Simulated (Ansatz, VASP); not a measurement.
**ZrB: VASP beside Ansatz**

The input INCAR:

```
SYSTEM = ZrB
ALGO = Normal
EDIFF = 1E-6
ENCUT = 520
ISIF = 2
ISMEAR = 0
LASPH = .TRUE.
LCHARG = .FALSE.
LREAL = .FALSE.
LWAVE = .FALSE.
NBANDS = 14
NELM = 80
PREC = Accurate
SIGMA = 0.15
```

KPOINTS

```
k-points
0
G
  18 18 18
  0 0 0
```

POSCAR

```
ZrB
1.0
    0.0000000000      2.2108919671      2.6521860037
    2.2108919671      0.0000000000      2.6521860037
    2.2108919671      2.2108919671      0.0000000000
Zr B
1 1
Direct
    0.0000000000      0.0000000000      0.0000000000
    0.5000000000      0.5000000000      0.5000000000
```

Input for Ansatz:

```yaml
crystal:
  lattice:
    - [0.0, 2.2108919671, 2.6521860037]
    - [2.2108919671, 0.0, 2.6521860037]
    - [2.2108919671, 2.2108919671, 0.0]
  atoms:
    - { symbol: Zr, position: [0.0, 0.0, 0.0] }
    - { symbol: B, position: [0.5, 0.5, 0.5] }
basis:
  ecutwfc: 520.0
kpoints:
  mp_grid: { grid: [18, 18, 18] }
hamiltonian:
  xc: lda
scf:
  occupations: { method: gaussian, width: 0.15 }
output:
  forces: true
  stress: true
  eigenvalues: true
  write_density: true
  write_potential: true
  elf: true
  volumetric_format: npy
```

Alike in both runs: task single point; functional LDA; k mesh 18 × 18 × 18; occupations gaussian, width 0.15 eV; no spin polarisation.

```csv
,VASP,Ansatz
version,VASP 6.6.1,Ansatz 0.2.0
potentials or method,"VASP PAW LDA potentials, release 64 (Zr_sv, B), cutoff 520 eV","scalar-relativistic, plane waves, PAW"
valence electrons in the cell,15,15
```

```tsv
	VASP	Ansatz	Ansatz less VASP
gap on the k mesh at the Fermi level (eV)	none	none	-
pressure (GPa)	26.2	25.8	-0.36
traceless stress, the component that is largest in VASP (GPa)	-45.35	-45.20	+0.145
```

LDA's correlation is that of Perdew and Zunger in VASP and of Perdew and Wang (1992) in Ansatz. A gap of «none» marks a metal or a gap that the smearing closes.
